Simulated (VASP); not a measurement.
Sn, 1 atom in the cell. Symmetry: I4/mmm, No. 139, tetragonal system. Conventional cell: a = 3.846 Å, b = 3.846 Å, c = 3.903 Å, α = 90.00°, β = 90.00°, γ = 90.00°. Within 4.4 Å of Sn (site symmetry 4/mmm) lie 14 Sn at 3.35 to 3.90 Å.  This cell differs from its parent crystal: strain +0.015 along x and y, +0.030 along z.

| Item | Value |
| --- | --- |
| Program | VASP 6.6.1 |
| Task | single point |
| Functional | PBEsol |
| Potentials or basis | VASP PAW PBE potentials, release 64 (Sn_d) |
| Cutoff | 520 eV |
| k mesh | 18 × 18 × 18 |
| Occupations | gaussian, width 0.15 eV |
| Spin | no spin polarisation |
| Dipole correction | no |
| Further INCAR settings | ALGO = Fast; EDIFF = 1e-06; NBANDS = 13 |

Potentials or basis: VASP PAW PBE potentials, release 64 (Sn_d).

Run with:

```console
$ cat potpaw_PBE.64/Sn_d/POTCAR > POTCAR
$ mpirun -np 1 vasp_std > vasp.out
```

Hardware: 1 thread of Intel(R) Xeon(R) 6975P-C (Granite Rapids) (shared host).

Q: How long does it take, and how much memory?

A: Run time: 100 s on 1 thread of Intel(R) Xeon(R) 6975P-C (Granite Rapids), on a shared host, peak memory 0.28 GiB. Counts: scf iterations 12, k points 480.
